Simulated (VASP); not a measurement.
# Nb (Fm-3m) in VASP: a series of runs, part 2 of 2

VASP 6.6.1. The steps go on from the part before.

### Step 3. Single point, PBE (volume scaled by 1.12)

Input file INCAR:

```
ALGO = Normal ; EDIFF = 1E-6
ENCUT = 520 ; GGA = PE
ISIF = 2 ; ISMEAR = -1
LASPH = T ; LCHARG = F
LREAL = F ; LWAVE = F
NBANDS = 12 ; NELM = 80
PREC = Accurate ; SIGMA = 0.1
```

Input file KPOINTS:

```
k-points
0
Gamma
  14 14 14
```

Input file POSCAR:

```
Nb
1.0
    0.0000000000      2.1915795260      2.1915795260
    2.1915795260      0.0000000000      2.1915795260
    2.1915795260      2.1915795260      0.0000000000
Nb
1
Direct
    0.0000000000      0.0000000000      0.0000000000
```

Potentials or basis: VASP PAW PBE potentials, release 64 (Nb_sv).

Started as:

```
$ cat potpaw_PBE.64/Nb_sv/POTCAR > POTCAR
$ mpirun -np 1 vasp_std > vasp.out
```

OUTCAR:

```text
EDIFF = 1E-6
   ENCUT = 520
   GGA = PE
   ISIF = 2
   ISMEAR = -1
   LASPH = T
   LREAL = F
   NELM = 80
   PREC = Accurate

 ion  position               nearest neighbor table
   1  0.000  0.000  0.000-

  LATTYP: Found a face centered cubic cell.
 ALAT       =     4.3831590520

  Lattice vectors:

 A1 = (   0.0000000000,   2.1915795260,   2.1915795260)
 A2 = (   2.1915795260,   0.0000000000,   2.1915795260)
 A3 = (   2.1915795260,   2.1915795260,   0.0000000000)

Analysis of symmetry for initial positions (statically):
=====================================================================
 Subroutine PRICEL returns:
 Original cell was already a primitive cell.

 Routine SETGRP: Setting up the symmetry group for a
 face centered cubic supercell.

 Subroutine GETGRP returns: Found 48 space group operations
 (whereof 48 operations were pure point group operations)
 out of a pool of 48 trial point group operations.

The static configuration has the point symmetry O_h .

Analysis of symmetry for dynamics (positions and initial velocities):
=====================================================================
 Subroutine PRICEL returns:
 Original cell was already a primitive cell.

 Routine SETGRP: Setting up the symmetry group for a
 face centered cubic supercell.

 Subroutine GETGRP returns: Found 48 space group operations
 (whereof 48 operations were pure point group operations)
 out of a pool of 48 trial point group operations.

The dynamic configuration has the point symmetry O_h .

 Subroutine INISYM returns: Found 48 space group operations
 (whereof 48 operations are pure point group operations),
 and found     1 'primitive' translations

----------------------------------------------------------------------------------------

                                     Primitive cell

  volume of cell :      21.0524

  direct lattice vectors                    reciprocal lattice vectors
[... 105 lines left out ...]
     AMIX_MAG =   1.60;   BMIX_MAG =  1.00
  volume/ion in A,a.u.               =      21.05       142.07
  Fermi-wavevector in a.u.,A,eV,Ry     =   1.394083  2.634435 26.442490  1.943468
  Thomas-Fermi vector in A             =   2.517667
   LORBIT       =      0    0 simple, 1 ext, 2 COOP (PROOUT), +10 PAW based schemes
   GGA     = PE    functional components
   LHFCALC =     F    Hartree Fock is set to
   AEXX    =    0.0000 exact exchange contribution
   IVDW    =     0    specifies the selected vdW correction
   LEPSILON=     F    determine dielectric tensor
   LRPA    =     F    only Hartree local field effects (RPA)
 non-spin polarized calculation
  energy-cutoff  :      520.00
  volume of cell :       21.05
 maximum number of plane-waves:       588
   NGX = 11   NGY = 11   NGZ = 11

 number of electron      13.0000001 magnetization

 Free energy of the ion-electron system (eV)
  ---------------------------------------------------
  ext. energy  EPLUGINS =         0.00000000
  ---------------------------------------------------
  free energy    TOTEN  =        -9.79904491 eV

  energy without entropy =       -9.74352957  energy(sigma->0) =       -9.77128724

 E-fermi :   9.4555     XC(G=0): -11.7186

 val. band max:        9.4488736075   @ k =  -0.3571   0.4286   0.1429
 cond. band min:       9.4591515683   @ k =   0.5000   0.0000   0.0000
 fundamental gap:      0.0102779608
 Fermi energy:         9.4555166438

 k-point     1 :       0.0000    0.0000    0.0000
  band No.  band energies     occupation
      1     -45.5084      2.00000
      2     -21.0703      2.00000
      3     -21.0703      2.00000
      4     -21.0703      2.00000
      5       3.5305      2.00000
      6       9.6016      0.37674
      7       9.6016      0.37674
      8       9.6016      0.37674
      9      11.8055      0.00000
     10      11.8055      0.00000
     11      21.1067      0.00000
     12      25.3971      0.00000
[... 331 lines left out ...]
 k-point    24 :       0.2857    0.1429    0.0000
  band No.  band energies     occupation
      1     -45.4382      2.00000
      2     -21.4810      2.00000
      3     -21.1812      2.00000
      4     -21.1728      2.00000
      5       5.5593      2.00000
      6       8.3184      1.99998
      7       9.7807      0.07455
      8      10.4408      0.00011
      9      11.4498      0.00000
     10      12.5267      0.00000
     11      22.2993      0.00000
     12      24.2012      0.00000

 [... further k-points ...]
[... 5 lines left out ...]
  --------------------------------------------------------------------------------------
  -------------------------------------------------------------------------------------
  Total       -2.0104792     -2.0104792     -2.0104792      0.0000000     -0.0000000      0.0000000
  in kB     -153.0059999   -153.0059999   -153.0059999      0.0000000     -0.0000000      0.0000000
  external PRESSURE =    -153.0059999 kB  Pullay stress =       0.0000000 kB

 VOLUME and BASIS-vectors are now :
 -----------------------------------------------------------------------------
  energy-cutoff  :      520.00
  volume of cell :       21.05
      direct lattice vectors                 reciprocal lattice vectors
     0.000000000  2.191579526  2.191579526    -0.228145953  0.228145953  0.228145953
     2.191579526  0.000000000  2.191579526     0.228145953 -0.228145953  0.228145953
     2.191579526  2.191579526  0.000000000     0.228145953  0.228145953 -0.228145953

 POSITION                                       TOTAL-FORCE (eV/Angst)
 -----------------------------------------------------------------------------------
      0.00000      0.00000      0.00000         0.000000      0.000000     -0.000000
 -----------------------------------------------------------------------------------
    total drift:                                0.000000      0.000000     -0.000000

  FREE ENERGIE OF THE ION-ELECTRON SYSTEM (eV)
  ---------------------------------------------------
  free  energy   TOTEN  =        -9.7990449103 eV

  energy  without entropy=       -9.7435295714  energy(sigma->0) =       -9.77128724
```

Wall time 11 s (1 thread of Intel Xeon Platinum 8488C (Sapphire Rapids), shared host); peak memory 0.15 GiB.

What came out:

```yaml
Free_energy: -9.7990 eV
Pressure: -15.3 GPa
```

Levels at points of the mesh, in eV from the Fermi level:
| k point | band 2 | band 3 | band 4 | band 5 | band 6 | band 7 | band 8 | band 9 | band 10 | band 11 |
| --- | --- | --- | --- | --- | --- | --- | --- | --- | --- | --- |
| (0.00, 0.00, 0.00) | -30.53 | -30.53 | -30.53 | -5.93 | 0.15 | 0.15 | 0.15 | 2.35 | 2.35 | 11.65 |
| (0.50, 0.00, 0.00) | -31.34 | -30.63 | -30.63 | -3.43 | 0.00 | 0.00 | 1.01 | 4.00 | 4.00 | 8.95 |
| (0.50, 0.50, 0.00) | -31.29 | -30.82 | -30.82 | -3.47 | -2.81 | 2.98 | 3.98 | 4.46 | 4.46 | 10.37 |

Caveat: the cell differs from its parent crystal (volume scaled by 1.12).

### Step 4. Relaxation of cell and atoms, PBE

This run uses another cell than the first one, of 17.98 Å³/atom, 0.885 times its volume.

Input file INCAR:

```
SYSTEM = Nb
ALGO = Normal
EDIFF = 1E-6
EDIFFG = -0.01
ENCUT = 600
GGA = PE
IBRION = 2
ISIF = 3
ISMEAR = -1
LASPH = .True.
LCHARG = .False.
LREAL = .False.
LWAVE = .False.
NELM = 100
NSW = 80
PREC = Accurate
SIGMA = 0.1
```

Input file KPOINTS:

```
k-points
0
Gamma
  13 13 13
  0 0 0
```

Input file POSCAR:

```
Nb
1.0
    0.0000000000      2.0791217165      2.0791217165
    2.0791217165      0.0000000000      2.0791217165
    2.0791217165      2.0791217165      0.0000000000
Nb
1
Direct
    0.0000000000      0.0000000000      0.0000000000
```

Started as:

```
$ cat potpaw_PBE.64/Nb_sv/POTCAR > POTCAR
$ mpirun -np 1 vasp_std > vasp.out
```

Wall time 25 s (1 thread of Intel Xeon Platinum 8488C (Sapphire Rapids), shared host); peak memory 0.15 GiB.

It converged, with:

- Free energy: -9.9179 eV
- Relaxed volume: 18.76 Å³/atom
- Relaxed cell: a = 2.983 Å, b = 2.983 Å, c = 2.983 Å, α = 60.00°, β = 60.00°, γ = 60.00°
- Space group after relaxing (to 0.05 Å): Fm-3m (No. 225)
- Energy gained by relaxing: 18.1 meV/atom
- Ionic steps: 4
- Pressure after relaxing: 0.0 GPa

The path:
```csv
step,energy change (eV),largest force (eV/Å),pressure (GPa),volume (Å³)
1,0.0000,0.0000,7.64,17.98
2,0.0391,0.0000,-11.20,20.30
3,-0.0181,0.0000,-0.15,18.78
4,-0.0181,0.0000,-0.02,18.76
```

Final structure:
```
CELL_PARAMETERS angstrom
0.00000 2.10910 2.10910
2.10910 0.00000 2.10910
2.10910 2.10910 0.00000
ATOMIC_POSITIONS crystal
Nb 0.00000 0.00000 0.00000
```

Levels at points of the mesh, in eV from the Fermi level:
| k point | band 4 | band 5 | band 6 | band 7 | band 8 | band 9 |
| --- | --- | --- | --- | --- | --- | --- |
| (0.00, 0.00, 0.00) | -30.17 | -6.22 | 0.11 | 0.11 | 0.11 | 2.71 |

### Step 5. Single point, PBE, collinear spin, ferromagnetic start

This run uses another cell than the first one, of 18.79 Å³/atom, 0.926 times its volume.

Input file INCAR:

```
PREC     = Accurate       # precision mode
ENCUT    = 520            # plane-wave cutoff, eV
EDIFF    = 1E-6           # SCF threshold, eV
ISMEAR   = -1             # smearing method
SIGMA    = 0.05           # smearing width, eV
LREAL    = F              # projectors in reciprocal space
LASPH    = T              # aspherical terms in the spheres
NELM     = 150            # most SCF steps
ALGO     = Normal         # electronic algorithm
ISIF     = 2              # what is computed and relaxed
LWAVE    = F              # write WAVECAR
LCHARG   = F              # write CHGCAR
ISPIN    = 2              # spin polarisation
MAGMOM   = 1              # initial moments
LORBIT   = 11             # projections on sites
LMAXMIX  = 4              # l up to which the mixer works
GGA      = PE             # functional
NBANDS   = 16             # bands
```

Input file KPOINTS:

```
Automatic mesh
0
Gamma
  13 13 13
```

Input file POSCAR:

```
Nb
1.0
    0.0000000000      2.1101716159      2.1101716159
    2.1101716159      0.0000000000      2.1101716159
    2.1101716159      2.1101716159      0.0000000000
Nb
1
Direct
    0.0000000000      0.0000000000      0.0000000000
```

Started as:

```
$ cat potpaw_PBE.64/Nb_sv/POTCAR > POTCAR
$ mpirun -np 1 vasp_std > vasp.out
```

Run time: 24 s. Hardware: 1 thread of Intel Xeon 6975P-C, shared host; peak memory 0.17 GiB.

Results (log left out):

| Property | Result |
| --- | --- |
| Free energy | -9.8990 eV |
| Pressure | -0.3 GPa |
| Net moment | 0.00 μB per cell |
| Valence electrons inside the program's atomic spheres | Nb 10.64 |

Levels at points of the mesh, in eV from the Fermi level:
Spin up:
| k point | band 2 | band 3 | band 4 | band 5 | band 6 | band 7 | band 8 | band 9 | band 10 | band 11 |
| --- | --- | --- | --- | --- | --- | --- | --- | --- | --- | --- |
| (0.00, 0.00, 0.00) | -30.17 | -30.17 | -30.17 | -6.20 | 0.13 | 0.13 | 0.13 | 2.72 | 2.72 | 11.85 |
Spin down:
```tsv
k point	band 4	band 5	band 6	band 7	band 8	band 9
(0.00, 0.00, 0.00)	-30.17	-6.20	0.13	0.13	0.13	2.72
```

### Step 6. Single point, PBE, collinear spin, ferromagnetic start (volume scaled by 0.92)

Input file INCAR:

```
SYSTEM = Nb
PREC = Accurate
ENCUT = 520
EDIFF = 1E-7
ISMEAR = -1
SIGMA = 0.05
LREAL = .FALSE.
LASPH = .TRUE.
NELM = 150
ALGO = Normal
ISIF = 2
LWAVE = .FALSE.
LCHARG = .FALSE.
ISPIN = 2
MAGMOM = 1
LORBIT = 11
LMAXMIX = 4
GGA = PE
NBANDS = 16
```

Input file KPOINTS:

```
regular mesh
0
G
  21 21 21
  0 0 0
```

Input file POSCAR:

```
Nb
1.0
    0.0000000000      2.0523293350      2.0523293350
    2.0523293350      0.0000000000      2.0523293350
    2.0523293350      2.0523293350      0.0000000000
Nb
1
Direct
    0.0000000000      0.0000000000      0.0000000000
```

Potentials or basis: VASP PAW PBE potentials, release 64 (Nb_sv).

Started as:

```
$ cat potpaw_PBE.64/Nb_sv/POTCAR > POTCAR
$ mpirun -np 1 vasp_std > vasp.out
```

Wall time 1.8 min (1 thread of Intel Xeon 6975P-C, shared host); peak memory 0.24 GiB.

Results (log left out):

* Free energy: -9.8342 eV
* Pressure: 15.1 GPa
* Net moment: 0.00 μB per cell
* Valence electrons inside the program's atomic spheres: Nb 10.77

Levels at points of the mesh, in eV from the Fermi level:
Spin up:
```tsv
k point	band 4	band 5	band 6	band 7	band 8	band 9
(0.00, 0.00, 0.00)	-29.94	-6.42	0.03	0.03	0.03	2.94
```
Spin down:
```
           k point  band 3  band 4  band 5  band 6  band 7  band 8  band 9  band 10
(0.00, 0.00, 0.00)  -29.94  -29.94   -6.42    0.03    0.03    0.03    2.94     2.94
```

Caveat: the cell differs from its parent crystal (volume scaled by 0.92).

### Step 7. The runs side by side

```csv
task,spin,cell,k mesh,cutoff (eV),smearing,gap on the mesh (eV),pressure (GPa),moment (μB)
single point,off,"a = 3.062 Å, angles 60.0°, 1 atom",14 × 14 × 14,520,fermi-dirac 0.1 eV,none,-11.3,-
single point,off,"a = 3.099 Å, angles 60.0°, 1 atom",14 × 14 × 14,520,fermi-dirac 0.1 eV,none,-15.3,-
relaxation of cell and atoms,off,"relaxed from a = 2.940 Å, angles 60.0°, 1 atom",13 × 13 × 13,600,fermi-dirac 0.1 eV,none,0.0,-
single point,"collinear, ferromagnetic start","a = 2.984 Å, angles 60.0°, 1 atom",13 × 13 × 13,520,fermi-dirac 0.05 eV,none,-0.3,0.00
single point,"collinear, ferromagnetic start","a = 2.902 Å, angles 60.0°, 1 atom",21 × 21 × 21,520,fermi-dirac 0.05 eV,none,15.1,0.00
```

Alike in all rows: level PBE; potentials or basis VASP PAW PBE potentials, release 64 (Nb_sv).

Absolute energies hang on the potentials; compare differences alone.
